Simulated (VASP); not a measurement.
Input of a VASP 6.6.1 run:

File INCAR:

```
SYSTEM = MgZn2Te3
PREC = Accurate ; ENCUT = 520
EDIFF = 1E-7 ; ISMEAR = 0
SIGMA = 0.1 ; LREAL = .FALSE.
LASPH = .TRUE. ; NELM = 80
ALGO = Normal ; ISIF = 2
LWAVE = .FALSE. ; LCHARG = .FALSE.
GGA = PE ; NBANDS = 56
```

KPOINTS

```
regular mesh
0
G
  6 6 1
  0 0 0
```

The input POSCAR:

```
MgZn2Te3
1.0
    4.4330759000      0.0000000000      0.0000000000
   -2.2165380000      3.8391564000      0.0000000000
    0.0000000000      0.0000000000     21.9772526000
Mg Zn Te
2 4 6
Direct
    0.3333333000      0.6666667000      0.0023200000
    0.6666667000      0.3333333000      0.5023200000
    0.3333333000      0.6666667000      0.3326630000
    0.3333333000      0.6666667000      0.6711030000
    0.6666667000      0.3333333000      0.1711030000
    0.6666667000      0.3333333000      0.8326630000
    0.3333333000      0.6666667000      0.1310580000
    0.3333333000      0.6666667000      0.4546270000
    0.3333333000      0.6666667000      0.7932300000
    0.6666667000      0.3333333000      0.2932300000
    0.6666667000      0.3333333000      0.6310580000
    0.6666667000      0.3333333000      0.9546270000
```

Potentials or basis: VASP PAW PBE potentials, release 64 (Mg, Zn, Te).

The run is started by

```bash
$ cat potpaw_PBE.64/Mg/POTCAR potpaw_PBE.64/Zn/POTCAR potpaw_PBE.64/Te/POTCAR > POTCAR
$ mpirun -np 1 vasp_std > vasp.out
```

Task: Estimate the largest force.

Result: 0.018 eV/Å.

Task: Estimate the pressure.

Result: 0.0 GPa.

Task: Predict the band gap on the k mesh.

Result: 1.23 eV, direct.

Forces in eV/Å, atoms in the order of the input:
```
Mg   0.000  0.000  0.006
Mg   0.000  0.000  0.006
Zn   0.000  0.000 -0.001
Zn   0.000  0.000 -0.002
Zn   0.000  0.000 -0.002
Zn   0.000  0.000 -0.001
Te   0.000  0.000 -0.018
Te   0.000  0.000  0.012
Te   0.000  0.000  0.003
Te   0.000  0.000  0.003
Te   0.000  0.000 -0.018
Te   0.000  0.000  0.012
```

Caveat: spin-orbit coupling is left out, which moves the levels of the heavy elements.
